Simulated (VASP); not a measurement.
Wanted: the native input for a VASP 6.6.1 run.

```yaml
Task: electric field gradients
Functional: LDA
Potentials_or_basis: VASP PAW LDA potentials, release 64 (Pb_d, S)
Cutoff: 400 eV
k_mesh: 7 × 7 × 7
Occupations: fermi-dirac, width 0.01 eV
Spin: no spin polarisation
Dipole_correction: no
Further_INCAR_settings: ALGO = Normal; EDIFF = 1e-08; NBANDS = 17
```

The structure of PbS lies in POSCAR:

```
PbS
1.0
    0.0000000000      3.0243000000      2.9650000000
    3.0243000000      0.0000000000      2.9650000000
    3.0243000000      3.0243000000      0.0000000000
Pb S
1 1
Direct
    0.0000000000      0.0000000000      0.0000000000
    0.5000000000      0.5000000000      0.5000000000
```

This cell differs from its parent crystal: equal xx and yy strain of +2 %.

One way to write it, as run:

INCAR

```
PREC     = Accurate       # precision mode
ENCUT    = 400            # plane-wave cutoff, eV
EDIFF    = 1E-8           # SCF threshold, eV
ISMEAR   = -1             # smearing method
SIGMA    = 0.01           # smearing width, eV
LREAL    = False          # projectors in reciprocal space
LASPH    = True           # aspherical terms in the spheres
NELM     = 120            # most SCF steps
ALGO     = Normal         # electronic algorithm
ISIF     = 2              # what is computed and relaxed
LWAVE    = False          # write WAVECAR
LCHARG   = False          # write CHGCAR
LEFG     = True         
NBANDS   = 17             # bands
GGA_COMPAT= False
```

KPOINTS

```
regular mesh
0
Gamma
  7 7 7
```

Potentials or basis: VASP PAW LDA potentials, release 64 (Pb_d, S).

Launch:

```console
$ cat potpaw_LDA.64/Pb_d/POTCAR potpaw_LDA.64/S/POTCAR > POTCAR
$ mpirun -np 1 vasp_std > vasp.out
```

Results of the run:

- Pressure: -4.4 GPa
- Band gap on the k mesh: 0.90 eV
- Largest electric field gradient by atom: Pb -57.0; S -2.4 V/Å²

Caveat: the cell differs from its parent crystal (equal xx and yy strain of +2 %); the cell stands under tension; without QUAD_EFG the Cq values of the log hold for a quadrupole moment of 1 mb, not for the nuclei; spin-orbit coupling is left out, which moves the levels of the heavy elements.

It took 48 s on 1 thread of Intel Xeon 8259CL, with other jobs on the host, peak memory 0.15 GiB.
